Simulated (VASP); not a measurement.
Wanted: the native input for a VASP 6.6.1 run.

- Task: single point
- Functional: PBE
- Potentials or basis: VASP PAW PBE potentials, release 64 (Zn, Se)
- Cutoff: 500 eV
- k mesh: 4 × 4 × 6
- Occupations: gaussian, width 0.1 eV
- Spin: no spin polarisation
- Dipole correction: no
- Further INCAR settings: ALGO = Normal; EDIFF = 1e-06; NBANDS = 23

The structure of ZnSe3 lies in POSCAR:

```
ZnSe3
1.0
    2.6496711494     -5.1117801699      0.0000000000
    2.6496711494      5.1117801699      0.0000000000
    0.0000000000      0.0000000000      3.7263223694
Zn Se
1 3
Direct
    0.5000000000      0.5000000000      0.5000000000
    0.2526157371      0.7473842629      0.5000000000
    0.7473842629      0.2526157371      0.5000000000
    0.0000000000      0.0000000000      0.5000000000
```

The input as run:

INCAR

```
PREC = Accurate
ENCUT = 500
EDIFF = 1E-6
ISMEAR = 0
SIGMA = 0.1
LREAL = F
LASPH = T
NELM = 120
ALGO = Normal
ISIF = 2
LWAVE = F
LCHARG = F
GGA = PE
NBANDS = 23
GGA_COMPAT = F
```

KPOINTS

```
regular mesh
0
Gamma
  4 4 6
```

Potentials or basis: VASP PAW PBE potentials, release 64 (Zn, Se).

Run with:

```bash
$ cat potpaw_PBE.64/Zn/POTCAR potpaw_PBE.64/Se/POTCAR > POTCAR
$ mpirun -np 1 vasp_std > vasp.out
```

Results of the run:

* Pressure: 0.1 GPa
* Largest force: 0.011 eV/Å
* Band gap on the k mesh: zero (band 15 reaches 3.28 eV, above the bottom of band 16 at 1.28 eV)

Run time: 26 s on 1 thread of Intel(R) Xeon(R) 6975P-C (Granite Rapids) (shared host), peak memory 0.23 GiB.
